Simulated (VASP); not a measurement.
Wanted: the native input for a VASP 6.6.1 run.

| Property | Result |
| --- | --- |
| Task | single point |
| Functional | PBE |
| Potentials or basis | VASP PAW PBE potentials, release 64 (Ga_d, P) |
| Cutoff | 520 eV |
| k mesh | 12 × 12 × 4 |
| Occupations | fermi-dirac, width 0.02 eV |
| Spin | no spin polarisation |
| Dipole correction | no |
| Further INCAR settings | ALGO = Normal; EDIFF = 1e-06; NBANDS = 26 |

The structure of GaP lies in POSCAR:

```
GaP
1.0
    3.5965004752      0.0000000000      0.0000000000
   -1.7982502376      3.1146607762      0.0000000000
    0.0000000000      0.0000000000      6.0305309166
Ga P
2 2
Direct
    0.0000000000      0.0000000000      0.0000000000
    0.0000000000      0.0000000000      0.5000000000
    0.3333333333      0.6666666667      0.2500000000
    0.6666666667      0.3333333333      0.7500000000
```

These files were run (other wordings do the same):

INCAR

```
SYSTEM = GaP
PREC = Accurate
ENCUT = 520
EDIFF = 1E-6
ISMEAR = -1
SIGMA = 0.02
LREAL = .FALSE.
LASPH = .TRUE.
NELM = 60
ALGO = Normal
ISIF = 2
LWAVE = .FALSE.
LCHARG = .FALSE.
GGA = PE
NBANDS = 26
```

KPOINTS

```
Automatic mesh
0
G
  12 12 4
  0 0 0
```

Potentials or basis: VASP PAW PBE potentials, release 64 (Ga_d, P).

Command:

```bash
$ cat potpaw_PBE.64/Ga_d/POTCAR potpaw_PBE.64/P/POTCAR > POTCAR
$ mpirun -np 1 vasp_std > vasp.out
```

Results of the run:

- Pressure: 2.4 GPa
- Band gap on the k mesh: zero (band 18 reaches 7.22 eV, above the bottom of band 19 at 3.47 eV)

Wall time 57 s on 1 thread of AMD EPYC 9R45 96-Core Processor (Zen 5), on a shared host, peak memory 0.21 GiB.
